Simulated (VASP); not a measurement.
**AlIn2As3: single point with PBE**

AlIn2As3:

```
Al In As
1.0
     4.25152    0.00000    0.00000
    -2.12576    3.68193    0.00000
     0.00000    0.00000   21.01969
Al In As
2 4 6
Direct
  0.33333 0.66667 0.66664
  0.66667 0.33333 0.16664
  0.33333 0.66667 0.00396
  0.33333 0.66667 0.33100
  0.66667 0.33333 0.50396
  0.66667 0.33333 0.83100
  0.33333 0.66667 0.13160
  0.33333 0.66667 0.45788
  0.33333 0.66667 0.78493
  0.66667 0.33333 0.28493
  0.66667 0.33333 0.63160
  0.66667 0.33333 0.95788
```

* Program: VASP 6.6.1
* Task: single point
* Functional: PBE
* Potentials or basis: VASP PAW PBE potentials, release 64 (Al, In_d, As)
* Cutoff: 520 eV
* k mesh: 6 × 6 × 1
* Occupations: gaussian, width 0.1 eV
* Spin: no spin polarisation

```json
{
  "Pressure": "0.1 GPa",
  "Largest force": "0.013 eV/Å"
}
```

Forces on the atoms (eV/Å):
```
Al   0.000  0.000  0.001
Al   0.000  0.000  0.001
In   0.000  0.000 -0.013
In   0.000  0.000 -0.001
In   0.000  0.000 -0.013
In   0.000  0.000 -0.001
As   0.000  0.000  0.005
As   0.000  0.000  0.004
As   0.000  0.000  0.003
As   0.000  0.000  0.003
As   0.000  0.000  0.005
As   0.000  0.000  0.004
```

Levels at points of the mesh, in eV from the Fermi level:
| k point | band 42 | band 43 | band 44 | band 45 | band 46 | band 47 |
| --- | --- | --- | --- | --- | --- | --- |
| (0.00, 0.00, 0.00) | -0.21 | -0.05 | -0.05 | 0.00 | 0.72 | 0.92 |
| (0.50, 0.00, 0.00) | -1.46 | -1.32 | -1.02 | 0.91 | 1.33 | 1.40 |

Run time: 2.7 min on 1 thread of Intel Xeon 6975P-C (shared host), peak memory 0.47 GiB.

Caveat: spin-orbit coupling is left out, which moves the levels of the heavy elements.
